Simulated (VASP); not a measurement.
# Cr (Pm-3m) in VASP: a series of runs, part 2 of 2

VASP 6.6.1. Earlier steps stand in the parts before.

**3. Relaxation of cell and atoms, PBEsol**

This run uses another cell than the first one, of 13.70 Å³/atom, 1.104 times its volume.

INCAR

```
SYSTEM = Cr
PREC = Accurate
ENCUT = 600
EDIFF = 1E-6
ISMEAR = 0
SIGMA = 0.1
LREAL = .FALSE.
LASPH = .TRUE.
NELM = 80
ALGO = Normal
ISIF = 3
LWAVE = .FALSE.
LCHARG = .FALSE.
GGA = PS
IBRION = 2
NSW = 90
EDIFFG = -0.04
```

KPOINTS

```
Automatic mesh
0
G
  8 8 8
  0 0 0
```

POSCAR

```
Cr
1.0
    2.3928153992      0.0000000000      0.0000000000
    0.0000000000      2.3928153992      0.0000000000
    0.0000000000      0.0000000000      2.3928153992
Cr
1
Direct
    0.0000000000      0.0000000000      0.0000000000
```

Potentials or basis: VASP PAW PBE potentials, release 64 (Cr_pv).

The run is started by

```
$ cat potpaw_PBE.64/Cr_pv/POTCAR > POTCAR
$ mpirun -np 1 vasp_std > vasp.out
```

OUTCAR:

```text
SYSTEM = Cr
   PREC = Accurate
   ENCUT = 600
   EDIFF = 1E-6
   ISMEAR = 0
   LREAL = .FALSE.
   LASPH = .TRUE.
   NELM = 80
   ISIF = 3
   GGA = PS
   IBRION = 2
   NSW = 90
   EDIFFG = -0.04

 ion  position               nearest neighbor table
   1  0.000  0.000  0.000-

  LATTYP: Found a simple cubic cell.
 ALAT       =     2.3928153992

  Lattice vectors:

 A1 = (   2.3928153992,   0.0000000000,   0.0000000000)
 A2 = (   0.0000000000,   2.3928153992,   0.0000000000)
 A3 = (   0.0000000000,   0.0000000000,   2.3928153992)

Analysis of symmetry for initial positions (statically):
=====================================================================
 Subroutine PRICEL returns:
 Original cell was already a primitive cell.

 Routine SETGRP: Setting up the symmetry group for a
 simple cubic supercell.
[... 212 lines left out ...]
  band No.  band energies     occupation
      1     -30.5887      2.00000
      2     -30.5887      2.00000
      3     -30.5887      2.00000
      4       3.7099      2.00000
      5       7.7325      2.00000
      6       7.7325      2.00000
      7      14.5791      0.00000
      8      14.5791      0.00000
      9      14.5791      0.00000
     10      19.1865      0.00000
[... 368 lines left out ...]
--------------------------------------- Ionic step        4  -------------------------------------------

 number of electron      12.0000009 magnetization

 Free energy of the ion-electron system (eV)
  ---------------------------------------------------
  ext. energy  EPLUGINS =         0.00000000
  ---------------------------------------------------
  free energy    TOTEN  =        -9.13336816 eV

  energy without entropy =       -9.12370811  energy(sigma->0) =       -9.12853814

 E-fermi :   9.9136     XC(G=0): -13.3056

 val. band max:        9.8171023072   @ k =   0.5000   0.3750   0.1250
 cond. band min:       9.9198046529   @ k =   0.5000   0.5000   0.1250
 fundamental gap:      0.1027023456
 Fermi energy:         9.9135763735

 k-point     1 :       0.0000    0.0000    0.0000
  band No.  band energies     occupation
      1     -32.4313      2.00000
      2     -32.4313      2.00000
      3     -32.4313      2.00000
      4       2.4449      2.00000
      5       6.6160      2.00000
      6       6.6160      2.00000
      7      12.4696      0.00000
      8      12.4696      0.00000
      9      12.4696      0.00000
     10      17.4139      0.00000
[... 327 lines left out ...]
  FREE ENERGIE OF THE ION-ELECTRON SYSTEM (eV)
  ---------------------------------------------------
  free  energy   TOTEN  =        -9.1333681649 eV

  energy  without entropy=       -9.1237081113  energy(sigma->0) =       -9.12853814

 reached required accuracy - stopping structural energy minimisation
```

CONTCAR:

```text
Cr
   1.00000000000000
     2.3138765541200530    0.0000000000000000   -0.0000000000000000
     0.0000000000000000    2.3138765541200530    0.0000000000000000
    -0.0000000000000000    0.0000000000000000    2.3138765541200530
  Cr
     1
Direct
     0.0000000000000000    0.0000000000000000    0.0000000000000000

  0.00000000E+00  0.00000000E+00  0.00000000E+00
```

It took 9.3 s on 1 thread of Intel Xeon Platinum 8559C (Emerald Rapids), shared host; peak memory 0.13 GiB.

Results:

* Free energy: -9.1334 eV
* Relaxed volume: 12.39 Å³/atom
* Relaxed cell: a = 2.314 Å, b = 2.314 Å, c = 2.314 Å, α = 90.00°, β = 90.00°, γ = 90.00°
* Space group after relaxing (to 0.05 Å): Pm-3m (No. 221)
* Energy gained by relaxing: 76.4 meV/atom
* Ionic steps: 4
* Pressure after relaxing: 0.0 GPa
* Band gap on the k mesh: zero (band 6 reaches 10.99 eV, above the bottom of band 7 at 9.64 eV)

Step by step:
```
step  energy change (eV)  largest force (eV/Å)  pressure (GPa)  volume (Å³)
   1              0.0000                0.0000          -17.07        13.70
   2              0.0485                0.0000           32.14        11.00
   3             -0.0763                0.0000           -0.63        12.42
   4             -0.0764                0.0000            0.03        12.39
```

Final structure:
```
CELL_PARAMETERS angstrom
2.31388 0.00000 0.00000
0.00000 2.31388 0.00000
0.00000 0.00000 2.31388
ATOMIC_POSITIONS crystal
Cr 0.00000 0.00000 0.00000
```

Caveat: the PAW data sets were made with another functional, which shifts forces and pressure a little; the run has no spin polarisation, though such a crystal can be magnetic. Spin polarisation is off, so any magnetic state and its effect on volume and gap are missing.

**4. Single point, PBEsol, collinear spin, ferromagnetic start**

This run uses another cell than the first one, of 13.70 Å³/atom, 1.104 times its volume.

INCAR

```
SYSTEM = Cr
ALGO = Normal ; EDIFF = 1E-7
ENCUT = 520 ; GGA = PS
ISIF = 2 ; ISMEAR = 0
ISPIN = 2 ; LASPH = .True.
LCHARG = .False. ; LMAXMIX = 4
LORBIT = 11 ; LREAL = .False.
LWAVE = .False. ; MAGMOM = 3
NBANDS = 16 ; NELM = 150
PREC = Accurate ; SIGMA = 0.1
```

KPOINTS

```
k-points
0
Gamma
  8 8 8
  0 0 0
```

POSCAR is that of step 3.

The run is started by

```
$ cat potpaw_PBE.64/Cr_pv/POTCAR > POTCAR
$ mpirun -np 1 vasp_std > vasp.out
```

Wall time 13 s (1 thread of Intel Xeon Platinum 8559C (Emerald Rapids), shared host); peak memory 0.13 GiB.

The run converged. Its results:

- Free energy: -9.0572 eV
- Pressure: -17.0 GPa
- Band gap on the k mesh: zero (filled and empty bands overlap)
- Net moment: 0.00 μB per cell
- Valence electrons inside the program's atomic spheres: Cr 10.95

Levels at points of the mesh, in eV from the Fermi level:
Spin up:
```tsv
k point	band 4	band 5	band 6	band 7	band 8	band 9
(0.00, 0.00, 0.00)	-7.10	-2.90	-2.90	2.22	2.22	2.22
(0.50, 0.00, 0.00)	-2.99	-2.20	-0.67	0.45	0.45	2.38
(0.50, 0.50, 0.00)	-4.13	-1.58	0.83	0.83	3.43	5.78
(0.50, 0.50, 0.50)	-2.66	-2.66	-2.66	3.53	3.53	7.42
```
Spin down:
```
           k point  band 4  band 5  band 6  band 7  band 8  band 9
(0.00, 0.00, 0.00)   -7.10   -2.90   -2.90    2.22    2.22    2.22
(0.50, 0.00, 0.00)   -2.99   -2.20   -0.67    0.45    0.45    2.38
(0.50, 0.50, 0.00)   -4.13   -1.58    0.83    0.83    3.43    5.78
(0.50, 0.50, 0.50)   -2.66   -2.66   -2.66    3.53    3.53    7.42
```

Caveat: the starting moments collapsed, and a magnetic state may lie lower; the PAW data sets were made with another functional, which shifts forces and pressure a little.

**5. Single point, PBEsol**

This run uses another cell than the first one, of 12.29 Å³/atom, 0.990 times its volume.

INCAR

```
SYSTEM = Cr
ALGO = Normal
EDIFF = 1E-6
ENCUT = 520
GGA = PS
ISIF = 2
ISMEAR = 0
LASPH = .TRUE.
LCHARG = .FALSE.
LREAL = .FALSE.
LWAVE = .FALSE.
NBANDS = 12
NELM = 100
PREC = Accurate
SIGMA = 0.1
```

KPOINTS

```
k-points
0
G
  24 24 24
  0 0 0
```

POSCAR

```
Cr
1.0
    2.3076190061      0.0000000000      0.0000000000
    0.0000000000      2.3076190061      0.0000000000
    0.0000000000      0.0000000000      2.3076190061
Cr
1
Direct
    0.0000000000      0.0000000000      0.0000000000
```

The run is started by

```
$ cat potpaw_PBE.64/Cr_pv/POTCAR > POTCAR
$ mpirun -np 1 vasp_std > vasp.out
```

It took 25 s on 1 thread of Intel Xeon Platinum 8559C (Emerald Rapids), shared host; peak memory 0.17 GiB.

Results (log left out):

| Property | Result |
| --- | --- |
| Free energy | -9.1863 eV |
| Pressure | -0.1 GPa |
| Band gap on the k mesh | zero (band 6 reaches 11.13 eV, above the bottom of band 7 at 9.34 eV) |

Levels at points of the mesh, in eV from the Fermi level:
| k point | band 4 | band 5 | band 6 | band 7 | band 8 | band 9 |
| --- | --- | --- | --- | --- | --- | --- |
| (0.00, 0.00, 0.00) | -7.53 | -3.34 | -3.34 | 2.58 | 2.58 | 2.58 |
| (0.50, 0.00, 0.00) | -3.18 | -2.53 | -0.69 | 0.50 | 0.50 | 2.77 |
| (0.50, 0.50, 0.00) | -4.84 | -1.74 | 0.95 | 0.95 | 3.99 | 6.41 |
| (0.50, 0.50, 0.50) | -3.13 | -3.13 | -3.13 | 4.10 | 4.10 | 7.53 |

Caveat: the PAW data sets were made with another functional, which shifts forces and pressure a little; the run has no spin polarisation, though such a crystal can be magnetic. Spin polarisation is off, so any magnetic state and its effect on volume and gap are missing.

**6. Relaxation of cell and atoms, PBEsol**

INCAR

```
SYSTEM = Cr
PREC     = Accurate       ! precision mode
ENCUT    = 600            ! plane-wave cutoff, eV
EDIFF    = 1E-6           ! SCF threshold, eV
ISMEAR   = 0              ! smearing method
SIGMA    = 0.1            ! smearing width, eV
LREAL    = .FALSE.        ! projectors in reciprocal space
LASPH    = .TRUE.         ! aspherical terms in the spheres
NELM     = 80             ! most SCF steps
ALGO     = Normal         ! electronic algorithm
ISIF     = 3              ! what is computed and relaxed
LWAVE    = .FALSE.        ! write WAVECAR
LCHARG   = .FALSE.        ! write CHGCAR
GGA      = PS             ! functional
IBRION   = 2              ! ionic algorithm
NSW      = 100            ! ionic steps
EDIFFG   = -0.01          ! ionic threshold
```

KPOINTS

```
Automatic mesh
0
G
  24 24 24
  0 0 0
```

POSCAR

```
Cr
1.0
    2.3150681020      0.0000000000      0.0000000000
    0.0000000000      2.3150681020      0.0000000000
    0.0000000000      0.0000000000      2.3150681020
Cr
1
Direct
    0.0000000000      0.0000000000      0.0000000000
```

Potentials or basis: VASP PAW PBE potentials, release 64 (Cr_pv).

The run is started by

```
$ cat potpaw_PBE.64/Cr_pv/POTCAR > POTCAR
$ mpirun -np 1 vasp_std > vasp.out
```

Run time: 46 s. Hardware: 1 thread of Intel Xeon Platinum 8559C (Emerald Rapids), shared host; peak memory 0.18 GiB.

Results (log left out):

* Free energy: -9.1864 eV
* Relaxed volume: 12.28 Å³/atom
* Relaxed cell: a = 2.307 Å, b = 2.307 Å, c = 2.307 Å, α = 90.00°, β = 90.00°, γ = 90.00°
* Space group after relaxing (to 0.05 Å): Pm-3m (No. 221)
* Energy gained by relaxing: 0.9 meV/atom
* Ionic steps: 3
* Pressure after relaxing: 0.0 GPa
* Band gap on the k mesh: zero (band 6 reaches 11.15 eV, above the bottom of band 7 at 9.35 eV)

Step by step:
```csv
step,energy change (eV),largest force (eV/Å),pressure (GPa),volume (Å³)
1,0.0000,0.0000,-2.19,12.41
2,0.0007,0.0000,3.05,12.11
3,-0.0009,0.0000,-0.01,12.28
```

Final structure:
```yaml
crystal:
  lattice:
    - [2.30691, 0.00000, 0.00000]
    - [0.00000, 2.30691, 0.00000]
    - [0.00000, 0.00000, 2.30691]
  atoms:
    - { symbol: Cr, position: [0.00000, 0.00000, 0.00000] }
```

Levels at points of the mesh, in eV from the Fermi level:
```tsv
k point	band 2	band 3	band 4	band 5	band 6	band 7	band 8	band 9	band 10
(0.00, 0.00, 0.00)	-42.33	-42.33	-7.53	-3.35	-3.35	2.59	2.59	2.59	7.53
(0.50, 0.00, 0.00)	-42.22	-42.22	-3.18	-2.54	-0.69	0.50	0.50	2.78	7.52
(0.50, 0.50, 0.00)	-43.33	-42.12	-4.84	-1.74	0.95	0.95	3.99	6.41	6.41
(0.50, 0.50, 0.50)	-43.17	-43.17	-3.14	-3.14	-3.14	4.11	4.11	7.53	11.22
```

Caveat: the PAW data sets were made with another functional, which shifts forces and pressure a little; the run has no spin polarisation, though such a crystal can be magnetic. Spin polarisation is off, so any magnetic state and its effect on volume and gap are missing.

**7. Overview**

| task | cell | k mesh | cutoff (eV) | gap on the mesh (eV) | pressure (GPa) | relaxed volume (Å³/atom) |
| --- | --- | --- | --- | --- | --- | --- |
| single point | a = 2.315 Å, 1 atom | 8 × 8 × 8 | 520 | none | 0.0 | - |
| relaxation of cell and atoms | relaxed from a = 2.393 Å, 1 atom | 8 × 8 × 8 | 600 | none | 0.0 | 12.39 |
| single point | a = 2.308 Å, 1 atom | 24 × 24 × 24 | 520 | none | -0.1 | - |
| relaxation of cell and atoms | relaxed from a = 2.315 Å, 1 atom | 24 × 24 × 24 | 600 | none | 0.0 | 12.28 |

Alike in all rows: level PBEsol; potentials or basis VASP PAW PBE potentials, release 64 (Cr_pv); no spin polarisation; smearing gaussian 0.1 eV.

Caveats: the PAW data sets were made with another functional, which shifts forces and pressure a little; the run has no spin polarisation, though such a crystal can be magnetic.

Total energies depend on the potentials used, so only differences within one code and one set of settings carry meaning.
